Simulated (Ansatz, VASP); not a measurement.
**Two plane-wave programs on Cu**

```
Cu
1.0
     0.00000    1.78500    1.78500
     1.78500    0.00000    1.78500
     1.78500    1.78500    0.00000
Cu
1
Direct
  0.00000 0.00000 0.00000
```

Alike in both runs: task single point; functional PBE; dispersion D3(BJ); k mesh 8 × 8 × 8; occupations gaussian, width 0.1 eV; no spin polarisation.

|  | VASP | Ansatz |
| --- | --- | --- |
| version | VASP 6.6.1 | Ansatz 0.2.0 |
| potentials or method | VASP PAW PBE potentials, release 64 (Cu), cutoff 600 eV | scalar-relativistic, plane waves, PAW |
| valence electrons in the cell | 11 | 19 |

|  | VASP | Ansatz | Ansatz less VASP |
| --- | --- | --- | --- |
| gap on the k mesh at the Fermi level (eV) | none | none | - |
| pressure (GPa) | 0.6 | -0.1 | -0.73 |

A gap of «none» marks a metal or a gap that the smearing closes. VASP's potentials hold 11 valence electrons a cell and Ansatz's 19, so a difference there can come from the potentials and not from the codes.

The k mesh is coarse, so the values compare programs but aren't converged.
